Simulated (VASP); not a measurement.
# Al2Cu (Khatyrkite) in VASP: further runs

The runs below take Al2Cu (Khatyrkite) through single point, with PBEsol, PBE.

Program: VASP 6.6.1. These are calculated values, not measurements. Logs are shortened: lines on timing, memory, paths and dates and some standing lists are left out, and cuts for length are marked.

**1. The cell of the first run**

The typed cell holds 6 atoms: a = 4.935 Å, b = 4.935 Å, c = 4.935 Å, α = 104.13°, β = 104.13°, γ = 120.77°.

**2. Single point, PBEsol (atoms moved at random)**

Input file INCAR:

```
SYSTEM = Al2Cu
ALGO = Fast ; EDIFF = 1E-7
ENCUT = 520 ; GGA = PS
ISIF = 2 ; ISMEAR = -1
LASPH = .TRUE. ; LCHARG = .FALSE.
LREAL = .FALSE. ; LWAVE = .FALSE.
NBANDS = 26 ; NELM = 80
PREC = Accurate ; SIGMA = 0.05
```

Input file KPOINTS:

```
k-points
0
G
  7 7 7
  0 0 0
```

Input file POSCAR:

```
Al2Cu
1.0
   -3.0335000000      3.0335000000      2.4385000000
    3.0335000000     -3.0335000000      2.4385000000
    3.0335000000      3.0335000000     -2.4385000000
Cu Al
2 4
Direct
    0.2560770000      0.2521720000     -0.0015420000
    0.7380700000      0.7333580000     -0.0079170000
    0.3471610000      0.1639230000      0.4911360000
    0.8490180000      0.3475930000      0.2033520000
    0.6495980000      0.8298110000      0.4966050000
    0.1603590000      0.6664780000      0.8265050000
```

Potentials or basis: VASP PAW PBE potentials, release 64 (Cu, Al).

The run is started by

```console
$ cat potpaw_PBE.64/Cu/POTCAR potpaw_PBE.64/Al/POTCAR > POTCAR
$ mpirun -np 1 vasp_std > vasp.out
```

OUTCAR:

```text
SYSTEM = Al2Cu
   EDIFF = 1E-7
   ENCUT = 520
   GGA = PS
   ISIF = 2
   ISMEAR = -1
   LASPH = .TRUE.
   LREAL = .FALSE.
   NELM = 80
   PREC = Accurate

 ion  position               nearest neighbor table
   1  0.256  0.252  0.998-   2 2.36   2 2.51   3 2.55   6 2.55   5 2.55   4 2.59   6 2.60   3 2.62
                             5 2.63   4 2.65
   2  0.738  0.733  0.992-   1 2.36   1 2.51   3 2.54   6 2.55   5 2.58   6 2.58   4 2.60   5 2.60
                             3 2.63   4 2.66
   3  0.347  0.164  0.491-   2 2.54   1 2.55   1 2.62   2 2.63   5 2.73   5 2.82   5 2.97   4 3.00
                             6 3.09   4 3.11   6 3.15   6 3.17   4 3.18   6 3.29   4 3.35
   4  0.849  0.348  0.203-   1 2.59   2 2.60   1 2.65   2 2.66   6 2.67   6 2.91   6 2.94   3 3.00
                             5 3.04   5 3.09   3 3.11   3 3.18   5 3.18   5 3.33   3 3.35
   5  0.650  0.830  0.497-   1 2.55   2 2.58   2 2.60   1 2.63   3 2.73   3 2.82   3 2.97   4 3.04
                             4 3.09   6 3.11   6 3.18   4 3.18   6 3.20   6 3.22   4 3.33
   6  0.160  0.666  0.827-   1 2.55   2 2.55   2 2.58   1 2.60   4 2.67   4 2.91   4 2.94   3 3.09
                             5 3.11   3 3.15   3 3.17   5 3.18   5 3.20   5 3.22   3 3.29

  LATTYP: Found a body centered tetragonal cell.
 ALAT       =     6.0670000000
 C/A-ratio  =     0.8038569309

  Lattice vectors:

 A1 = (  -3.0335000000,   3.0335000000,   2.4385000000)
 A2 = (   3.0335000000,  -3.0335000000,   2.4385000000)
 A3 = (   3.0335000000,   3.0335000000,  -2.4385000000)

Analysis of symmetry for initial positions (statically):
=====================================================================
 Subroutine PRICEL returns:
 Original cell was already a primitive cell.

 Routine SETGRP: Setting up the symmetry group for a
 body centered tetragonal supercell.

 Subroutine GETGRP returns: Found  1 space group operations
 (whereof  1 operations were pure point group operations)
 out of a pool of 16 trial point group operations.

The static configuration has the point symmetry C_1 .

Analysis of symmetry for dynamics (positions and initial velocities):
=====================================================================
 Subroutine PRICEL returns:
 Original cell was already a primitive cell.

 Routine SETGRP: Setting up the symmetry group for a
 body centered tetragonal supercell.

 Subroutine GETGRP returns: Found  1 space group operations
 (whereof  1 operations were pure point group operations)
 out of a pool of 16 trial point group operations.

The dynamic configuration has the point symmetry C_1 .

 Subroutine INISYM returns: Found  1 space group operations
 (whereof  1 operations are pure point group operations),
 and found     1 'primitive' translations

[... 105 lines left out ...]
   NSW    =      0    number of steps for IOM
   IBRION =     -1    ionic relax: 0-MD 1-quasi-New 2-CG
   NFREE  =      0    steps in history (QN), initial steepest desc. (CG)
   ISIF   =      2    stress and relaxation
   ISYM   =      2    0-nonsym 1-usesym 2-fastsym
   POTIM  = 0.5000    time-step for ionic-motion
   TEBEG  =    0.0;   TEEND  =   0.0 temperature during run
   PSTRESS=    0.0 pullay stress
   NELECT =      34.0000    total number of electrons
   NUPDOWN=      -1.0000    fix difference up-down
   EMIN   =  10.00;   EMAX   =-10.00  energy-range for DOS
   EFERMI =   0.00;   METHOD = LEGACY
   ISMEAR =    -1;   SIGMA  =   0.05  broadening in eV -4-tet -1-fermi 0-gaus
   EFERMI_NEDOS =   21; number of points for ismear=-14 and -15
   IALGO  =     68    algorithm
   IMIX   =      4    mixing-type and parameters
     AMIX     =   0.40;   BMIX     =  1.00
     AMIX_MAG =   1.60;   BMIX_MAG =  1.00
  volume/ion in A,a.u.               =      14.96       100.95
  Fermi-wavevector in a.u.,A,eV,Ry     =   1.184525  2.238428 19.090326  1.403099
  Thomas-Fermi vector in A             =   2.320737
   LORBIT       =      0    0 simple, 1 ext, 2 COOP (PROOUT), +10 PAW based schemes
   GGA     = PS    functional components
   LHFCALC =     F    Hartree Fock is set to
   AEXX    =    0.0000 exact exchange contribution
   IVDW    =     0    specifies the selected vdW correction
   LEPSILON=     F    determine dielectric tensor
   LRPA    =     F    only Hartree local field effects (RPA)
 non-spin polarized calculation
 RMM-DIIS sequential band-by-band and
  energy-cutoff  :      520.00
  volume of cell :       89.76
 maximum number of plane-waves:      2431
 NGX is ok and might be reduce to    40
   NGX = 19   NGY = 19   NGZ = 19

 number of electron      34.0000004 magnetization

 Free energy of the ion-electron system (eV)
  ---------------------------------------------------
  ext. energy  EPLUGINS =         0.00000000
  ---------------------------------------------------
  free energy    TOTEN  =       -25.93263100 eV

  energy without entropy =      -25.92292085  energy(sigma->0) =      -25.92777593

 E-fermi :   7.9147     XC(G=0): -10.9306

 val. band max:        7.8605665514   @ k =   0.0000   0.0000   0.0000
 cond. band min:       7.9258078502   @ k =  -0.4286  -0.2857   0.2857
 fundamental gap:      0.0652412987
 Fermi energy:         7.9147359810

 k-point     1 :       0.0000    0.0000    0.0000
  band No.  band energies     occupation
      1      -2.8823      2.00000
      2       2.5439      2.00000
      3       2.7425      2.00000
      4       2.7533      2.00000
      5       2.7979      2.00000
      6       3.6596      2.00000
[... 685 lines left out ...]
     25      13.9681      0.00000
     26      14.9422      0.00000

 [... further k-points ...]
[... 5 lines left out ...]
  --------------------------------------------------------------------------------------
  -------------------------------------------------------------------------------------
  Total       -1.6724102     -1.7877349     -1.5207173      0.2098357     -0.1499814      0.1928428
  in kB      -29.8526325    -31.9111865    -27.1449047      3.7455810     -2.6771782      3.4422565
  external PRESSURE =     -29.6362412 kB  Pullay stress =       0.0000000 kB

 VOLUME and BASIS-vectors are now :
 -----------------------------------------------------------------------------
  energy-cutoff  :      520.00
  volume of cell :       89.76
      direct lattice vectors                 reciprocal lattice vectors
    -3.033500000  3.033500000  2.438500000     0.000000000  0.164826108  0.205044084
     3.033500000 -3.033500000  2.438500000     0.164826108  0.000000000  0.205044084
     3.033500000  3.033500000 -2.438500000     0.164826108  0.164826108  0.000000000

 POSITION                                       TOTAL-FORCE (eV/Angst)
 -----------------------------------------------------------------------------------
      3.01698      3.04067     -1.19537         0.025472     -0.180099     -0.511903
      2.99519      3.02378      1.16888         0.227689      0.039430      0.592137
      0.93401      2.04571      0.04864         0.033834      0.065813     -0.336757
     -0.90420      2.13794      2.42206        -0.342803     -0.167325      0.050346
      2.05313      0.95978      2.39657         0.100317      0.061940      0.248111
      4.04251      0.97189      0.00081        -0.044508      0.180240     -0.041935
 -----------------------------------------------------------------------------------
    total drift:                                0.000133      0.000063      0.000189

  FREE ENERGIE OF THE ION-ELECTRON SYSTEM (eV)
  ---------------------------------------------------
  free  energy   TOTEN  =       -25.9326310008 eV

  energy  without entropy=      -25.9229208496  energy(sigma->0) =      -25.92777593
```

It took 8.7 min on 1 thread of Intel Xeon Platinum 8559C (Emerald Rapids), shared host; peak memory 0.48 GiB.

Results:

```
Free energy            : -25.9326 eV
Pressure               : -3.0 GPa
Largest force          : 0.636 eV/Å
Band gap on the k mesh : zero (band 17 reaches 9.91 eV, above the bottom of band 18 at 6.20 eV)
```

Forces on the atoms (eV/Å):
```
Cu   0.025 -0.180 -0.512
Cu   0.228  0.039  0.592
Al   0.034  0.066 -0.337
Al  -0.343 -0.167  0.050
Al   0.100  0.062  0.248
Al  -0.045  0.180 -0.042
```

Caveat: the cell differs from its parent crystal (atoms moved at random); the PAW data sets were made with another functional, which shifts forces and pressure a little.

**3. Single point, PBE**

This run uses another cell than the first one, of 15.86 Å³/atom, 1.060 times its volume.

Input file INCAR:

```
PREC = Accurate ; ENCUT = 520
EDIFF = 1E-6 ; ISMEAR = -1
SIGMA = 0.05 ; LREAL = False
LASPH = True ; NELM = 60
ALGO = Normal ; ISIF = 2
LWAVE = False ; LCHARG = False
GGA = PE ; NBANDS = 26
```

Input file KPOINTS:

```
regular mesh
0
Gamma
  7 7 7
```

Input file POSCAR:

```
Al2Cu
1.0
   -3.0929954968      3.0929954968      2.4863258675
    3.0929954968     -3.0929954968      2.4863258675
    3.0929954968      3.0929954968     -2.4863258675
Cu Al
2 4
Direct
    0.2500000000      0.2500000000      0.0000000000
    0.7500000000      0.7500000000      0.0000000000
    0.3419000000      0.1581000000      0.5000000000
    0.8419000000      0.3419000000      0.1838000000
    0.6581000000      0.8419000000      0.5000000000
    0.1581000000      0.6581000000      0.8162000000
```

Potentials or basis: VASP PAW PBE potentials, release 64 (Cu, Al).

The run is started by

```console
$ cat potpaw_PBE.64/Cu/POTCAR potpaw_PBE.64/Al/POTCAR > POTCAR
$ mpirun -np 1 vasp_std > vasp.out
```

OUTCAR:

```text
PREC = Accurate
   ENCUT = 520
   EDIFF = 1E-6
   ISMEAR = -1
   LREAL = False
   LASPH = True
   NELM = 60
   ISIF = 2
   GGA = PE

 ion  position               nearest neighbor table
   1  0.250  0.250  0.000-   2 2.49   2 2.49   6 2.64   4 2.64   6 2.64   4 2.64   3 2.64   5 2.64
                             5 2.64   3 2.64
   2  0.750  0.750  0.000-   1 2.49   1 2.49   6 2.64   4 2.64   6 2.64   4 2.64   5 2.64   3 2.64
                             5 2.64   3 2.64
   3  0.342  0.158  0.500-   2 2.64   1 2.64   1 2.64   2 2.64   5 2.77   5 2.96   5 2.96   6 3.16
                             4 3.16   6 3.16   4 3.16   6 3.30   4 3.30   4 3.30   6 3.30
   4  0.842  0.342  0.184-   1 2.64   2 2.64   2 2.64   1 2.64   6 2.77   6 2.96   6 2.96   3 3.16
                             5 3.16   3 3.16   5 3.16   3 3.30   5 3.30   3 3.30   5 3.30
   5  0.658  0.842  0.500-   1 2.64   2 2.64   2 2.64   1 2.64   3 2.77   3 2.96   3 2.96   6 3.16
                             4 3.16   6 3.16   4 3.16   6 3.30   4 3.30   6 3.30   4 3.30
   6  0.158  0.658  0.816-   1 2.64   2 2.64   2 2.64   1 2.64   4 2.77   4 2.96   4 2.96   3 3.16
                             5 3.16   5 3.16   3 3.16   3 3.30   5 3.30   3 3.30   5 3.30

  LATTYP: Found a body centered tetragonal cell.
 ALAT       =     6.1859909936
 C/A-ratio  =     0.8038569310

  Lattice vectors:

[... 191 lines left out ...]
 cond. band min:       7.4087102768   @ k =  -0.2857  -0.2857   0.1429
 fundamental gap:      0.0486136349
 Fermi energy:         7.3696461588

 k-point     1 :       0.0000    0.0000    0.0000
  band No.  band energies     occupation
      1      -3.0066      2.00000
      2       2.2809      2.00000
      3       2.5144      2.00000
      4       2.5144      2.00000
      5       2.5472      2.00000
      6       3.3609      2.00000
[... 685 lines left out ...]
     25      12.9984      0.00000
     26      13.2178      0.00000

 [... further k-points ...]
[... 5 lines left out ...]
  --------------------------------------------------------------------------------------
  -------------------------------------------------------------------------------------
  Total       -3.1741418     -3.1741418     -2.9431271      0.0000000      0.0000000      0.0000000
  in kB      -53.4515492    -53.4515492    -49.5613342      0.0000000      0.0000000      0.0000000
  external PRESSURE =     -52.1548109 kB  Pullay stress =       0.0000000 kB

 VOLUME and BASIS-vectors are now :
 -----------------------------------------------------------------------------
  energy-cutoff  :      520.00
  volume of cell :       95.14
      direct lattice vectors                 reciprocal lattice vectors
    -3.092995497  3.092995497  2.486325868     0.000000000  0.161655586  0.201099947
     3.092995497 -3.092995497  2.486325868     0.161655586  0.000000000  0.201099947
     3.092995497  3.092995497 -2.486325868     0.161655586  0.161655586  0.000000000

 POSITION                                       TOTAL-FORCE (eV/Angst)
 -----------------------------------------------------------------------------------
      0.00000      0.00000      1.24316         0.000000      0.000000     -0.000000
      0.00000      0.00000      3.72949         0.000000      0.000000     -0.000000
      0.97801      2.11499      0.00000         0.018271     -0.018271     -0.000000
     -0.97801      2.11499      2.48633        -0.018271     -0.018271     -0.000000
      2.11499      0.97801      2.48633        -0.018271      0.018271     -0.000000
      4.07100      0.97801     -0.00000         0.018271      0.018271      0.000000
 -----------------------------------------------------------------------------------
    total drift:                               -0.000000     -0.000000      0.000000

  FREE ENERGIE OF THE ION-ELECTRON SYSTEM (eV)
  ---------------------------------------------------
  free  energy   TOTEN  =       -23.2998208586 eV

  energy  without entropy=      -23.2896978344  energy(sigma->0) =      -23.29475935
```

stdout:

```text
POSCAR found type information on POSCAR CuAl
 POSCAR found :  2 types and       6 ions
 scaLAPACK will be used
 LDA part: xc-table for (Slater+PW92), standard interpolation
 POSCAR, INCAR and KPOINTS ok, starting setup
 FFT: planning ... GRIDC
 FFT: planning ... GRID_SOFT
 FFT: planning ... GRID
 WAVECAR not read
 entering main loop
```

It took 80 s on 1 thread of Intel Xeon 6975P-C (Granite Rapids), shared host; peak memory 0.28 GiB.

Results:

```
Free energy            : -23.2998 eV
Pressure               : -5.2 GPa
Largest force          : 0.026 eV/Å
Band gap on the k mesh : zero (band 17 reaches 9.35 eV, above the bottom of band 18 at 5.76 eV)
```

Forces in eV/Å, atoms in the order of the input:
```
Cu   0.000  0.000  0.000
Cu   0.000  0.000  0.000
Al   0.018 -0.018  0.000
Al  -0.018 -0.018  0.000
Al  -0.018  0.018  0.000
Al   0.018  0.018  0.000
```

Stress tensor (GPa, compression positive):
```
-5.35  0.00  0.00
 0.00 -5.35  0.00
 0.00  0.00 -4.96
```
